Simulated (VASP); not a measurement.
Crystal: Sb.

```xyz
1
Lattice="-1.7250 1.7250 1.7250 1.7250 -1.7250 1.7250 1.7250 1.7250 -1.7250" Properties=species:S:1:pos:R:3 pbc="T T T"
Sb    0.0000    0.0000    0.0000
```

Base run:

```yaml
Program: VASP 6.6.1
Functional: r2SCAN
Potentials_or_basis: VASP PAW PBE potentials, release 64 (Sb)
Cutoff: 550 eV
k_mesh: 9 × 9 × 9
Occupations: methfessel-paxton, width 0.05 eV
Spin: no spin polarisation
```

Its results: pressure 32.7 GPa.

The run is repeated on the same cell with these changes: k mesh from 9 × 9 × 9 to 4 × 4 × 4. What comes out?

Pressure 28.8 GPa.

Caveats: some runs use coarse meshes; the PAW data sets were made with another functional, which shifts forces and pressure a little.
